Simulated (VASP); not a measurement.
Crystal: SrCuB5.

```
CELL_PARAMETERS angstrom
4.15940 0.00000 0.00000
-2.07970 3.60215 0.00000
0.00000 0.00000 4.65045
ATOMIC_POSITIONS crystal
Sr 0.66667 0.33333 0.70581
Cu 0.00000 0.00000 0.43886
B 0.69871 0.98581 0.10935
B 0.01419 0.71290 0.10935
B 0.28710 0.30129 0.10935
B 0.33333 0.66667 0.47386
B 0.66667 0.33333 0.28032
```

The cell was built from a structure type or drawn by symmetry, and may not be a known phase.

| Quantity | Value |
| --- | --- |
| Program | VASP 6.6.1 |
| Task | relaxation of cell and atoms |
| Functional | PBE |
| Potentials or basis | VASP PAW PBE potentials, release 64 (Sr_sv, Cu, B) |
| Cutoff | 600 eV |
| k mesh | 6 × 6 × 4 |
| Occupations | gaussian, width 0.1 eV |
| Spin | no spin polarisation |

At the start: pressure 29.1 GPa; volume 9.95 Å³/atom.

Problem. How do energy, volume and symmetry change on relaxing?

Solution. Over 20 steps the energy falls by 1252.5 meV/atom and the volume is 12.27 Å³/atom (+23.3 %); space group P3 (No. 143, to 0.1 Å) before, P3m1 (No. 156, to 0.1 Å).

Step by step:
| step | energy change (eV) | largest force (eV/Å) | pressure (GPa) | volume (Å³) |
| --- | --- | --- | --- | --- |
| 1 | 0.0000 | 8.2333 | 29.12 | 69.68 |
| 2 | -4.7293 | 2.9024 | -5.95 | 89.07 |
| 3 | -4.7298 | 3.3620 | -8.89 | 92.96 |
| 4 | -7.0335 | 1.8630 | -6.86 | 89.99 |
| 5 | -7.7808 | 1.6012 | -2.09 | 87.33 |
| 6 | -7.8368 | 2.2725 | 15.21 | 80.71 |
| 7 | -8.1157 | 3.3321 | -0.65 | 91.56 |
| 8 | -8.3715 | 2.4141 | 3.90 | 87.32 |
| 9 | -8.5505 | 0.7719 | -4.34 | 90.31 |
| 10 | -8.5624 | 0.6497 | -2.79 | 89.65 |
| 11 | -8.6762 | 0.4288 | -1.69 | 87.93 |
| 12 | -8.7195 | 0.2782 | -0.21 | 86.16 |
| 13 | -8.7197 | 0.2754 | -0.09 | 86.03 |
| 14 | -8.7435 | 0.2324 | 0.12 | 85.48 |
| 15 | -8.7486 | 0.3232 | 0.33 | 85.08 |
| 16 | -8.7615 | 0.1943 | 0.52 | 85.22 |
| 17 | -8.7647 | 0.1076 | 0.68 | 85.32 |
| 18 | -8.7659 | 0.0750 | -0.65 | 86.28 |
| 19 | -8.7668 | 0.0792 | -0.13 | 85.89 |
| 20 | -8.7674 | 0.0246 | 0.01 | 85.88 |

Final structure:
```
Sr Cu B
1.0
     3.66556    0.00000    0.00000
    -1.83278    3.17447    0.00000
     0.00000    0.00000    7.38043
Sr Cu B
1 1 5
Direct
  0.66667 0.33333 0.70457
  0.00000 0.00000 0.44173
  0.66328 0.83132 0.19737
  0.16869 0.83196 0.19737
  0.16804 0.33672 0.19737
  0.33333 0.66667 0.39722
  0.66667 0.33333 0.09129
```

Caveat: the volume moved by over 15 % at a fixed basis, so the end points are rough.
